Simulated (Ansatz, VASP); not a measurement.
**C in VASP and in Ansatz**

```
C
1.0
     2.13468   -1.23246   -0.01079
     2.13468    1.23246   -0.01079
    -1.40161    0.00000    3.38107
C
2
Direct
  0.83337 0.83337 0.00011
  0.16663 0.16663 0.99989
```

Alike in both runs: task single point; functional PBE; dispersion D3(BJ); k mesh 14 × 14 × 8; occupations gaussian, width 0.01 eV; no spin polarisation.

|  | VASP | Ansatz |
| --- | --- | --- |
| version | VASP 6.6.1 | Ansatz 0.2.0 |
| potentials or method | VASP PAW PBE potentials, release 64 (C), cutoff 520 eV | scalar-relativistic, plane waves, PAW |
| valence electrons in the cell | 8 | 8 |

VASP gave:

| Item | Value |
| --- | --- |
| gap on the k mesh at the Fermi level (eV) | 0.69 |
| least direct gap on the mesh (eV) | 0.69 |
| pressure (GPa) | 0.4 |
| traceless stress, the component that is largest in VASP (GPa) | -0.54 |

**Question.** Estimate Ansatz's values.

**Answer.** gap on the k mesh at the Fermi level (eV): 0.69; least direct gap on the mesh (eV): 0.69; pressure (GPa): 0.0; traceless stress, the component that is largest in VASP (GPa): -0.01.

Ansatz's warnings: band edges overlap.
